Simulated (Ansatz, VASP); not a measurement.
C: VASP beside Ansatz

```
C
1.0
     2.49731    0.00000    0.00000
     0.00000    3.53172    0.00000
     0.00000    0.00000   18.49730
C
6
Direct
  0.75000 0.12500 0.43250
  0.25000 0.87500 0.43250
  0.25000 0.62500 0.50000
  0.75000 0.37500 0.50000
  0.75000 0.12500 0.56750
  0.25000 0.87500 0.56750
```

Alike in both runs: task single point; functional LDA; k mesh 10 × 7 × 1; occupations fermi-dirac, width 0.02 eV; no spin polarisation.

```csv
,VASP,Ansatz
version,VASP 6.6.1,Ansatz 0.2.0
potentials or method,"VASP PAW LDA potentials, release 64 (C), cutoff 520 eV","all-electron LAPW, scalar-relativistic"
```

|  | VASP | Ansatz | Ansatz less VASP |
| --- | --- | --- | --- |
| rms of the force components (eV/Å) | 2.233 | 2.249 | +0.0159 |

LDA's correlation is that of Perdew and Zunger in VASP and of Perdew and Wang (1992) in Ansatz. Atom by atom the forces differ by 0.026 eV/Å (rms over components). Ansatz ran all-electron here, and VASP with PAW potentials.
